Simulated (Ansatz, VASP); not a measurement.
# Rh: VASP beside Ansatz

POSCAR

```
Rh
1.0
    2.6869887600      0.0000000000      0.0000000000
    0.0000000000      2.6869887600      0.0000000000
    0.0000000000      0.0000000000     23.6000000000
Rh
5
Direct
    0.0000000000      0.0000000000      0.3421820004
    0.5000000000      0.5000000000      0.4188998588
    0.0000000000      0.0000000000      0.5000000002
    0.5000000000      0.5000000000      0.5811001407
    0.0000000000      0.0000000000      0.6578179999
```

INCAR.step1

```
SYSTEM = Rh
PREC = Accurate
ENCUT = 520
ISMEAR = -1
SIGMA = 0.05
LREAL = .False.
LASPH = .True.
NELM = 80
NBANDS = 46
GGA = PE
ALGO = Normal
EDIFF = 1E-4
LWAVE = .True.
LCHARG = .False.
```

File INCAR.step2:

```
SYSTEM = Rh
PREC = Accurate
ENCUT = 520
EDIFF = 1E-6
ISMEAR = -1
SIGMA = 0.05
LREAL = .False.
LASPH = .True.
NELM = 80
ALGO = Normal
ISIF = 2
LWAVE = .False.
LCHARG = .False.
METAGGA = R2SCAN
LMIXTAU = .True.
NBANDS = 46
ISTART = 1
```

The input KPOINTS:

```
Automatic mesh
0
Gamma
  15 15 1
  0 0 0
```

Input for Ansatz:

```yaml
crystal:
  lattice:
    - [2.68698876, 0.0, 0.0]
    - [0.0, 2.68698876, 0.0]
    - [0.0, 0.0, 23.6]
  atoms:
    - { symbol: Rh, position: [0.0, 0.0, 0.3421820004] }
    - { symbol: Rh, position: [0.5, 0.5, 0.4188998588] }
    - { symbol: Rh, position: [0.0, 0.0, 0.5000000002] }
    - { symbol: Rh, position: [0.5, 0.5, 0.5811001407] }
    - { symbol: Rh, position: [0.0, 0.0, 0.6578179999] }
kpoints:
  mp_grid: { grid: [15, 15, 1] }
scf:
  occupations: { method: fermi_dirac, width: 0.05 }
hamiltonian:
  xc: r2scan
  pseudopotentials: { kind: paw }
output:
  forces: true
  stress: true
  eigenvalues: true
  core_levels:
    shells: { Rh: ["3d"] }
    counted_from: fermi_level
    add_spin: false
```

Alike in both runs: task single point; functional r2SCAN; k mesh 15 × 15 × 1; occupations fermi-dirac, width 0.05 eV; no spin polarisation.

```csv
,VASP,Ansatz
version,VASP 6.6.1,Ansatz 0.2.0
potentials or method,"VASP PAW PBE potentials, release 64 (Rh_pv)","PAW with Ansatz's default frozen-core files, scalar-relativistic"
plane-wave cutoff (eV),520,500
valence electrons in the cell,75,85
```

|  | VASP | Ansatz | Ansatz less VASP |
| --- | --- | --- | --- |
| rms of the force components (eV/Å) | 0.024 | 0.000 | -0.0243 |

VASP's potentials were made for PBE, not for r2SCAN. Atom by atom the forces differ by 0.024 eV/Å (rms over components). VASP's potentials hold 75 valence electrons a cell and Ansatz's 85, so a difference there can come from the potentials and not from the codes.
